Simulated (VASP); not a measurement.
# Ge (P6_3/mmc) in VASP: single point with LDA

Aim: the single point of Ge with LDA.

Program: VASP 6.6.1. These are calculated values, not measurements. Logs are shortened: lines on timing, memory, paths and dates and some standing lists are left out, and cuts for length are marked.

### 1 The cell of the first run

The structure is hexagonal, space group P6_3/mmc (No. 194). The conventional cell has a = 3.966 Å, b = 3.966 Å, c = 13.023 Å, α = 90.00°, β = 90.00°, γ = 120.00°. Ge (site symmetry 3m) has 4 Ge at 2.43 Å within 3.2 Å. Ge (site symmetry 3m) has 4 Ge at 2.43 to 2.45 Å within 3.2 Å.

This isn't the form of Ge at room conditions, which is diamond.

### 2 Single point, LDA

INCAR

```
SYSTEM = Ge
ALGO = Normal
EDIFF = 1E-7
ENCUT = 520
ISIF = 2
ISMEAR = -1
LASPH = .TRUE.
LCHARG = .TRUE.
LELF = .TRUE.
LREAL = .FALSE.
LVHAR = .TRUE.
LWAVE = .FALSE.
NBANDS = 66
NELM = 80
PREC = Accurate
SIGMA = 0.15
```

KPOINTS

```
k-points
0
G
  12 12 4
  0 0 0
```

POSCAR

```
Ge
1.0
    3.9661529837      0.0000000000      0.0000000000
   -1.9830764918      3.4347892392      0.0000000000
    0.0000000000      0.0000000000     13.0231895542
Ge
8
Direct
    0.0000000000      0.0000000000      0.4068432981
    0.0000000000      0.0000000000      0.5931567019
    0.0000000000      0.0000000000      0.9068432981
    0.0000000000      0.0000000000      0.0931567019
    0.3333333333      0.6666666667      0.3440968634
    0.6666666667      0.3333333333      0.6559031366
    0.6666666667      0.3333333333      0.8440968634
    0.3333333333      0.6666666667      0.1559031366
```

Potentials or basis: VASP PAW LDA potentials, release 64 (Ge_d).

The run is started by

```sh
> cat potpaw_LDA.64/Ge_d/POTCAR > POTCAR
> mpirun -np 1 vasp_std > vasp.out
```

OUTCAR:

```text
SYSTEM = Ge
   EDIFF = 1E-7
   ENCUT = 520
   ISIF = 2
   ISMEAR = -1
   LASPH = .TRUE.
   LREAL = .FALSE.
   NELM = 80
   PREC = Accurate

 ion  position               nearest neighbor table
   1  0.000  0.000  0.407-   2 2.43   5 2.43   5 2.43   5 2.43
   2  0.000  0.000  0.593-   1 2.43   6 2.43   6 2.43   6 2.43
   3  0.000  0.000  0.907-   4 2.43   7 2.43   7 2.43   7 2.43
   4  0.000  0.000  0.093-   3 2.43   8 2.43   8 2.43   8 2.43
   5  0.333  0.667  0.344-   1 2.43   1 2.43   1 2.43   8 2.45
   6  0.667  0.333  0.656-   2 2.43   2 2.43   2 2.43   7 2.45
   7  0.667  0.333  0.844-   3 2.43   3 2.43   3 2.43   6 2.45
   8  0.333  0.667  0.156-   4 2.43   4 2.43   4 2.43   5 2.45

  LATTYP: Found a hexagonal cell.
 ALAT       =     3.9661529837
 C/A-ratio  =     3.2835822541

  Lattice vectors:

 A1 = (   3.9661529837,   0.0000000000,   0.0000000000)
 A2 = (  -1.9830764918,   3.4347892392,   0.0000000000)
 A3 = (   0.0000000000,   0.0000000000,  13.0231895542)

Analysis of symmetry for initial positions (statically):
=====================================================================
 Subroutine PRICEL returns:
 Original cell was already a primitive cell.

 Routine SETGRP: Setting up the symmetry group for a
 hexagonal supercell.

 Subroutine GETGRP returns: Found 24 space group operations
 (whereof 12 operations were pure point group operations)
 out of a pool of 24 trial point group operations.

The static configuration has the point symmetry D_3d.
 The point group associated with its full space group is D_6h.

Analysis of symmetry for dynamics (positions and initial velocities):
=====================================================================
 Subroutine PRICEL returns:
 Original cell was already a primitive cell.

 Routine SETGRP: Setting up the symmetry group for a
 hexagonal supercell.

 Subroutine GETGRP returns: Found 24 space group operations
 (whereof 12 operations were pure point group operations)
 out of a pool of 24 trial point group operations.

The dynamic configuration has the point symmetry D_3d.
 The point group associated with its full space group is D_6h.

 Subroutine INISYM returns: Found 24 space group operations
 (whereof 12 operations are pure point group operations),
 and found     1 'primitive' translations

----------------------------------------------------------------------------------------

                                     Primitive cell

  volume of cell :     177.4136

  direct lattice vectors                    reciprocal lattice vectors
     3.966152984  0.000000000  0.000000000     0.252133492  0.145569339  0.000000000
    -1.983076492  3.434789239  0.000000000     0.000000000  0.291138678  0.000000000
     0.000000000  0.000000000 13.023189554     0.000000000  0.000000000  0.076786105

  length of vectors
     3.966152984  3.966152984 13.023189554     0.291138678  0.291138678  0.076786105

  position of ions in fractional coordinates (direct lattice)
     0.000000000  0.000000000  0.406843298
     0.000000000  0.000000000  0.593156702
     0.000000000  0.000000000  0.906843298
     0.000000000  0.000000000  0.093156702
     0.333333333  0.666666667  0.344096863
     0.666666667  0.333333333  0.655903137
     0.666666667  0.333333333  0.844096863
     0.333333333  0.666666667  0.155903137

  ion indices of the primitive-cell ions
   primitive index   ion index
                 1           1
                 2           2
                 3           3
                 4           4
                 5           5
                 6           6
                 7           7
                 8           8

----------------------------------------------------------------------------------------

 KPOINTS: k-points

Automatic generation of k-mesh.
 Grid dimensions read from file:
 generate k-points for:   12   12    4

 Generating k-lattice:

  Cartesian coordinates                     Fractional coordinates (reciprocal lattice)
     0.021011124  0.012130778  0.000000000     0.083333333  0.000000000  0.000000000
     0.000000000  0.024261557  0.000000000     0.000000000  0.083333333  0.000000000
     0.000000000  0.000000000  0.019196526     0.000000000  0.000000000  0.250000000

  Length of vectors
     0.024261557  0.024261557  0.019196526

  Shift w.r.t. Gamma in fractional coordinates (k-lattice)
     0.000000000  0.000000000  0.000000000

 Subroutine IBZKPT returns following result:
 ===========================================

 Found     57 irreducible k-points:

 Following reciprocal coordinates:
            Coordinates               Weight
  0.000000  0.000000  0.000000      1.000000
  0.083333  0.000000  0.000000      6.000000
  0.166667 -0.000000  0.000000      6.000000
  0.250000  0.000000  0.000000      6.000000
  0.333333  0.000000  0.000000      6.000000
  0.416667 -0.000000  0.000000      6.000000
[... 16 lines left out ...]
  0.250000  0.000000  0.250000     12.000000
  0.333333  0.000000  0.250000     12.000000
 [... further k-points ...]
   k-points           NKPTS =     57   k-points in BZ     NKDIM =     57   number of bands    NBANDS=     66
   number of dos      NEDOS =    301   number of ions     NIONS =      8
   total plane-waves  NPLWV =  88200
   dimension x,y,z NGX =    30 NGY =   30 NGZ =   98
   dimension x,y,z NGXF=    60 NGYF=   60 NGZF=  196
   ions per type =               8
   NGX,Y,Z   is equivalent  to a cutoff of  12.57, 12.57, 12.51 a.u.
   NGXF,Y,Z  is equivalent  to a cutoff of  25.15, 25.15, 25.02 a.u.
 SYSTEM =  Ge
   PREC   = accura    normal or accurate (medium, high low for compatibility)
   ISTART =      0    job   : 0-new  1-cont  2-samecut
   ICHARG =      2    charge: 1-file 2-atom 10-const
   ISPIN  =      1    spin polarized calculation?
   LNONCOLLINEAR =      F non collinear calculations
   LSORBIT =      F    spin-orbit coupling
   LASPH  =      T    aspherical Exc in radial PAW
   ENCUT  =  520.0 eV  38.22 Ry    6.18 a.u.   7.37  7.37 24.21*2*pi/ulx,y,z
   NELM   =     80;   NELMIN=  2; NELMDL= -5     # of ELM steps
   EDIFF  = 0.1E-06   stopping-criterion for ELM
   LREAL  =      F    real-space projection
   EDIFFG = 0.1E-05   stopping-criterion for IOM
   NSW    =      0    number of steps for IOM
   IBRION =     -1    ionic relax: 0-MD 1-quasi-New 2-CG
   NFREE  =      0    steps in history (QN), initial steepest desc. (CG)
   ISIF   =      2    stress and relaxation
   ISYM   =      2    0-nonsym 1-usesym 2-fastsym
   POTIM  = 0.5000    time-step for ionic-motion
   TEBEG  =    0.0;   TEEND  =   0.0 temperature during run
   PSTRESS=    0.0 pullay stress
   NELECT =     112.0000    total number of electrons
   NUPDOWN=      -1.0000    fix difference up-down
   EMIN   =  10.00;   EMAX   =-10.00  energy-range for DOS
   EFERMI =   0.00;   METHOD = LEGACY
   ISMEAR =    -1;   SIGMA  =   0.15  broadening in eV -4-tet -1-fermi 0-gaus
   EFERMI_NEDOS =   21; number of points for ismear=-14 and -15
   IALGO  =     38    algorithm
   IMIX   =      4    mixing-type and parameters
     AMIX     =   0.40;   BMIX     =  1.00
     AMIX_MAG =   1.60;   BMIX_MAG =  1.00
  volume/ion in A,a.u.               =      22.18       149.66
  Fermi-wavevector in a.u.,A,eV,Ry     =   1.404382  2.653897 26.834611  1.972288
  Thomas-Fermi vector in A             =   2.526949
   LORBIT       =      0    0 simple, 1 ext, 2 COOP (PROOUT), +10 PAW based schemes
   GGA     = CA    functional components
   LHFCALC =     F    Hartree Fock is set to
   AEXX    =    0.0000 exact exchange contribution
   IVDW    =     0    specifies the selected vdW correction
   LEPSILON=     F    determine dielectric tensor
   LRPA    =     F    only Hartree local field effects (RPA)
 non-spin polarized calculation
  energy-cutoff  :      520.00
  volume of cell :      177.41
 maximum number of plane-waves:      4824
 NGX is ok and might be reduce to    30
   NGX = 15   NGY = 15   NGZ = 49

 number of electron     112.0000136 magnetization

 Free energy of the ion-electron system (eV)
  ---------------------------------------------------
  ext. energy  EPLUGINS =         0.00000000
  ---------------------------------------------------
  free energy    TOTEN  =       -41.52357635 eV

  energy without entropy =      -41.48655114  energy(sigma->0) =      -41.50506375

 E-fermi :   4.9742     XC(G=0): -10.3858

 val. band max:        4.9029989042   @ k =   0.0000   0.0000   0.2500
 cond. band min:       4.9808653835   @ k =   0.0000   0.0000   0.0000
 fundamental gap:      0.0778664793
 Fermi energy:         4.9742478298

 k-point     1 :       0.0000    0.0000    0.0000
  band No.  band energies     occupation
      1     -20.0844      2.00000
      2     -20.0844      2.00000
      3     -20.0746      2.00000
      4     -20.0746      2.00000
      5     -20.0701      2.00000
      6     -20.0701      2.00000
[... 58 lines left out ...]
     65       8.1676      0.00000
     66       8.7365      0.00000

 k-point     2 :       0.0833    0.0000    0.0000
  band No.  band energies     occupation
      1     -20.0906      2.00000
      2     -20.0863      2.00000
      3     -20.0764      2.00000
      4     -20.0760      2.00000
      5     -20.0745      2.00000
      6     -20.0719      2.00000
[... 58 lines left out ...]
     65       8.4830      0.00000
     66       8.5116      0.00000

 k-point     3 :       0.1667   -0.0000    0.0000
  band No.  band energies     occupation
      1     -20.1005      2.00000
      2     -20.0901      2.00000
      3     -20.0814      2.00000
      4     -20.0802      2.00000
      5     -20.0795      2.00000
      6     -20.0758      2.00000
[... 1438 lines left out ...]
     65       9.6043      0.00000
     66       9.8252      0.00000

 k-point    24 :       0.3333    0.0000    0.2500
  band No.  band energies     occupation
      1     -20.1080      2.00000
      2     -20.0948      2.00000
      3     -20.0936      2.00000
      4     -20.0888      2.00000
      5     -20.0814      2.00000
      6     -20.0788      2.00000
[... 58 lines left out ...]
     65       9.9541      0.00000
     66      10.0239      0.00000

 [... further k-points ...]

------------------------ aborting loop because EDIFF is reached ----------------------------------------

  FORCE on cell =-STRESS in cart. coord.  units (eV):
  Direction    XX          YY          ZZ          XY          YZ          ZX
  --------------------------------------------------------------------------------------
  -------------------------------------------------------------------------------------
  Total        0.1427989      0.1427989      0.1492363      0.0000000     -0.0000000      0.0000000
  in kB        1.2895811      1.2895811      1.3477149      0.0000000     -0.0000000      0.0000000
  external PRESSURE =       1.3089591 kB  Pullay stress =       0.0000000 kB

 VOLUME and BASIS-vectors are now :
 -----------------------------------------------------------------------------
  energy-cutoff  :      520.00
  volume of cell :      177.41
      direct lattice vectors                 reciprocal lattice vectors
     3.966152984  0.000000000  0.000000000     0.252133492  0.145569339  0.000000000
    -1.983076492  3.434789239  0.000000000     0.000000000  0.291138678  0.000000000
     0.000000000  0.000000000 13.023189554     0.000000000  0.000000000  0.076786105

 POSITION                                       TOTAL-FORCE (eV/Angst)
 -----------------------------------------------------------------------------------
      0.00000      0.00000      5.29840        -0.000000     -0.000000     -0.002167
      0.00000      0.00000      7.72479         0.000000     -0.000000      0.002167
      0.00000      0.00000     11.80999         0.000000     -0.000000     -0.002167
      0.00000      0.00000      1.21320        -0.000000      0.000000      0.002167
     -0.00000      2.28986      4.48124        -0.000000     -0.000000     -0.000057
      1.98308      1.14493      8.54195        -0.000000     -0.000000      0.000057
      1.98308      1.14493     10.99283         0.000000     -0.000000     -0.000057
     -0.00000      2.28986      2.03036        -0.000000      0.000000      0.000057
 -----------------------------------------------------------------------------------
    total drift:                                0.000000     -0.000000      0.000000

  FREE ENERGIE OF THE ION-ELECTRON SYSTEM (eV)
  ---------------------------------------------------
  free  energy   TOTEN  =       -41.5235763533 eV

  energy  without entropy=      -41.4865511383  energy(sigma->0) =      -41.50506375
```

Run time: 7.1 min. Hardware: 1 thread of Intel Xeon 6975P-C (Granite Rapids), shared host; peak memory 0.52 GiB.

Results:

```
Free energy            : -41.5236 eV
Pressure               : 0.1 GPa
Band gap on the k mesh : zero (bands 56 and 57 overlap by 0.01 eV)
```

Forces on the atoms (eV/Å):
```
Ge   0.000  0.000 -0.002
Ge   0.000  0.000  0.002
Ge   0.000  0.000 -0.002
Ge   0.000  0.000  0.002
Ge   0.000  0.000  0.000
Ge   0.000  0.000  0.000
Ge   0.000  0.000  0.000
Ge   0.000  0.000  0.000
```

Caveat: semilocal functionals underestimate gaps, so a narrow gap can read as zero.
